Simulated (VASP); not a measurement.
Runs of VASP 6.6.1 on GaP. The structure is that of space group R-3m (No. 166), or close to it. The cells are those of the table. 

```tsv
cell	gap on the mesh (eV)	pressure (GPa)	largest force (eV/Å)
a = 7.211 Å, angles 29.5°, 4 atoms	none	-1.0	0.88
a = 6.550 Å, angles 33.0°, 4 atoms	0.68	(b)	0.08
a = 7.471 Å, angles 27.9°, 4 atoms	none	0.8	0.93
a = 7.535 Å, angles 27.9°, 4 atoms	none	-1.2	0.78
a = 6.152 Å, angles 39.0°, 4 atoms	none	2.4	3.65
a = 6.130 Å, angles 36.9°, 4 atoms	0.29	9.0	3.06
a = 6.393 Å, angles 34.9°, 4 atoms	(c)	3.6	1.13
a = 6.187 Å, angles 36.9°, 4 atoms	(a)	6.0	2.73
```

Alike in all rows: task single point; level LDA; potentials or basis VASP PAW LDA potentials, release 64 (Ga_d, P); no spin polarisation; k mesh 9 × 9 × 9; cutoff (eV) 520; smearing gaussian 0.05 eV.

Task: Fill in the values left out.

Result: (a) 0.22; (b) 5.4; (c) 0.71.

Caveats: semilocal functionals underestimate gaps, and a narrow one can read as zero; forces of over 1 eV/Å act on the atoms, so gaps and moduli don't describe the material at rest (at least some runs); the stress differs along the axes, from -15 to 6 GPa (at least some runs); the cell stands under pressure (at least some runs); the stress differs along the axes, from -17 to 9 GPa (at least some runs); the stress differs along the axes, from -17 to 7 GPa (at least some runs); the stress differs along the axes, from -11 to 29 GPa (at least some runs).

A k mesh can miss the band edges, and the runs leave out spin-orbit coupling on Ga.

A gap of «none» marks levels without a gap at the run's occupations.
